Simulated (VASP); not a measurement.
Input of a VASP 6.6.1 run:

Contents of INCAR:

```
SYSTEM = Al
ALGO = Normal
DIPOL = 0.5 0.5 0.500
EDIFF = 1E-7
EFIELD = -0.6
ENCUT = 520
GGA = PE
IDIPOL = 3
ISIF = 2
ISMEAR = 0
LASPH = .True.
LCHARG = .False.
LDIPOL = .True.
LREAL = .False.
LWAVE = .False.
NBANDS = 16
NELM = 60
PREC = Accurate
SIGMA = 0.1
```

KPOINTS

```
k-points
0
Gamma
  12 12 1
  0 0 0
```

Contents of POSCAR:

```
Al
1.0
    2.8571513840      0.0000000000      0.0000000000
   -1.4285756920      2.4743656810      0.0000000000
    0.0000000000      0.0000000000     24.3314173450
Al
5
Direct
    0.6666666667      0.3333333333      0.3082434489
    0.3333333333      0.6666666667      0.4041217245
    0.0000000000      0.0000000000      0.5000000000
    0.6666666667      0.3333333333      0.5958782755
    0.3333333333      0.6666666667      0.6917565511
```

Potentials or basis: VASP PAW PBE potentials, release 64 (Al).

Run with:

```sh
$ cat potpaw_PBE.64/Al/POTCAR > POTCAR
$ mpirun -np 1 vasp_std > vasp.out
```

Estimate the largest force.

0.117 eV/Å.

Forces in eV/Å, atoms in the order of the input:
```
Al   0.000  0.000 -0.107
Al   0.000  0.000  0.080
Al   0.000  0.000  0.006
Al   0.000  0.000 -0.095
Al   0.000  0.000  0.117
```
